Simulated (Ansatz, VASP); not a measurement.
**Two plane-wave programs on AlN**

```
CELL_PARAMETERS angstrom
3.36100 0.00000 0.00000
-1.68050 2.91071 0.00000
0.00000 0.00000 4.22400
ATOMIC_POSITIONS crystal
Al 0.33333 0.66667 0.75000
Al 0.66667 0.33333 0.25000
N 0.33333 0.66667 0.25000
N 0.66667 0.33333 0.75000
```

Alike in both runs: task single point; functional PBEsol; k mesh 9 × 9 × 6; occupations gaussian, width 0.05 eV; no spin polarisation.

```csv
,VASP,Ansatz
version,VASP 6.6.1,Ansatz 0.2.0
potentials or method,"VASP PAW PBE potentials, release 64 (Al, N), cutoff 520 eV","scalar-relativistic, plane waves, PAW"
valence electrons in the cell,16,16
```

Ansatz gave:

```
gap on the k mesh at the Fermi level (eV)                     : 2.91
least direct gap on the mesh (eV)                             : 2.91
pressure (GPa)                                                : -10.7
traceless stress, the component that is largest in VASP (GPa) : 0.99
```

Task: Which values does VASP return?

Result: gap on the k mesh at the Fermi level (eV): 2.92; least direct gap on the mesh (eV): 2.92; pressure (GPa): -10.8; traceless stress, the component that is largest in VASP (GPa): 0.98.

VASP's potentials were made for PBE, not for PBEsol. With one functional, cell and mesh, what is left measures potentials, basis and numerics.
